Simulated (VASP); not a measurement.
Set up this calculation in VASP 6.6.1, as the native input.

```
Task                   : single point
Functional             : PBE
Potentials or basis    : VASP PAW PBE potentials, release 64 (K_sv, Na_pv, Be)
Cutoff                 : 520 eV
k mesh                 : 4 × 4 × 4
Occupations            : gaussian, width 0.1 eV
Spin                   : no spin polarisation
Dipole correction      : no
Further INCAR settings : ALGO = Normal; EDIFF = 1e-07; NBANDS = 19
```

The structure of KNaBe3 lies in POSCAR:

```
KNaBe3
1.0
    4.2615775086      0.0000000000      0.0000000000
    0.0000000000      4.2615775086      0.0000000000
    0.0000000000      0.0000000000      5.2679568137
K Na Be
1 1 3
Direct
    0.0000000000      0.0000000000     -0.1126376898
    0.5000000000      0.5000000000      0.8519315337
    0.5000000000      0.5000000000      0.3582978037
    0.0000000000      0.5000000000      0.3721541762
    0.5000000000      0.0000000000      0.3721541762
```

The input as run:

INCAR

```
ALGO = Normal
EDIFF = 1E-7
ENCUT = 520
GGA = PE
ISIF = 2
ISMEAR = 0
LASPH = T
LCHARG = T
LELF = T
LREAL = F
LVHAR = T
LWAVE = F
NBANDS = 19
NELM = 80
PREC = Accurate
SIGMA = 0.1
```

KPOINTS

```
k-points
0
Gamma
  4 4 4
```

Potentials or basis: VASP PAW PBE potentials, release 64 (K_sv, Na_pv, Be).

Run with:

```console
$ cat potpaw_PBE.64/K_sv/POTCAR potpaw_PBE.64/Na_pv/POTCAR potpaw_PBE.64/Be/POTCAR > POTCAR
$ mpirun -np 1 vasp_std > vasp.out
```

Results of the run:

The pressure is 0.1 GPa and the largest force is 0.011 eV/Å. The band gap on the k mesh is zero (bands 11 and 12 overlap by 0.05 eV).

Caveat: the k points lie up to 0.37 Å⁻¹ apart.

Run time: 41 s on 1 thread of Intel Xeon 8259CL (shared host), peak memory 0.2 GiB.
